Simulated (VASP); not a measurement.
**SrMg6Mo: single point with PBE**

The system is SrMg6Mo.

```
Mo Sr Mg
1.0
     6.55989    0.00000    0.00000
     0.00000    6.55989    0.00000
     0.00000    0.00000    4.36084
Mo Sr Mg
1 1 6
Direct
  0.99768 0.00228 0.49714
  0.50462 0.50689 0.49084
  0.77633 0.78824 0.98800
  0.22677 0.22058 0.00291
  0.77585 0.21782 0.00370
  0.21483 0.78676 0.99596
  0.00770 0.50204 0.49907
  0.50265 0.99252 0.50320
```

This cell differs from its parent crystal: atoms moved at random.

```json
{
 "Program": "VASP 6.6.1",
 "Task": "single point",
 "Functional": "PBE",
 "Potentials or basis": "VASP PAW PBE potentials, release 64 (Mo_sv, Sr_sv, Mg)",
 "Cutoff": "520 eV",
 "k mesh": "4 × 4 × 6",
 "Occupations": "fermi-dirac, width 0.05 eV",
 "Spin": "no spin polarisation",
 "Dipole correction": "no",
 "Further INCAR settings": "ALGO = Fast; EDIFF = 1e-06; NBANDS = 28"
}
```

| Quantity | Value |
| --- | --- |
| Pressure | -0.1 GPa |
| Largest force | 0.373 eV/Å |
| Band gap on the k mesh | zero (bands 18 and 19 overlap by 1.03 eV) |

Forces on the atoms (eV/Å):
```
Mo   0.036  0.005  0.015
Sr  -0.014 -0.261  0.103
Mg   0.182 -0.126  0.133
Mg  -0.223  0.003 -0.084
Mg   0.246  0.112 -0.099
Mg  -0.002 -0.071  0.012
Mg  -0.153 -0.022 -0.009
Mg  -0.071  0.360 -0.070
```

Stress tensor (GPa, compression positive):
```
-0.45  0.01  0.05
 0.01  0.47  0.10
 0.05  0.10 -0.33
```

Levels at points of the mesh, in eV from the Fermi level:
| k point | band 16 | band 17 | band 18 | band 19 | band 20 | band 21 |
| --- | --- | --- | --- | --- | --- | --- |
| (0.00, 0.00, 0.00) | -0.35 | -0.31 | 0.54 | 0.61 | 0.63 | 1.23 |
| (0.50, 0.00, 0.00) | -0.48 | -0.28 | 0.58 | 0.65 | 0.75 | 1.27 |
| (0.00, 0.50, 0.00) | -0.43 | -0.33 | 0.53 | 0.65 | 0.79 | 1.18 |
| (0.50, 0.50, 0.00) | -0.45 | -0.16 | 0.48 | 1.81 | 2.21 | 2.30 |
| (0.00, 0.00, 0.50) | -0.47 | -0.44 | -0.42 | -0.14 | -0.09 | 0.56 |
| (0.50, 0.00, 0.50) | -0.77 | -0.70 | -0.45 | -0.36 | 0.49 | 0.59 |
| (0.00, 0.50, 0.50) | -0.75 | -0.72 | -0.50 | -0.34 | 0.46 | 0.59 |
| (0.50, 0.50, 0.50) | -1.49 | -0.47 | -0.17 | -0.10 | 0.59 | 0.97 |

It took 2.7 min on 1 thread of Intel(R) Xeon(R) 6975P-C (Granite Rapids), with other jobs on the host, peak memory 0.47 GiB.

Caveat: the cell differs from its parent crystal (atoms moved at random).
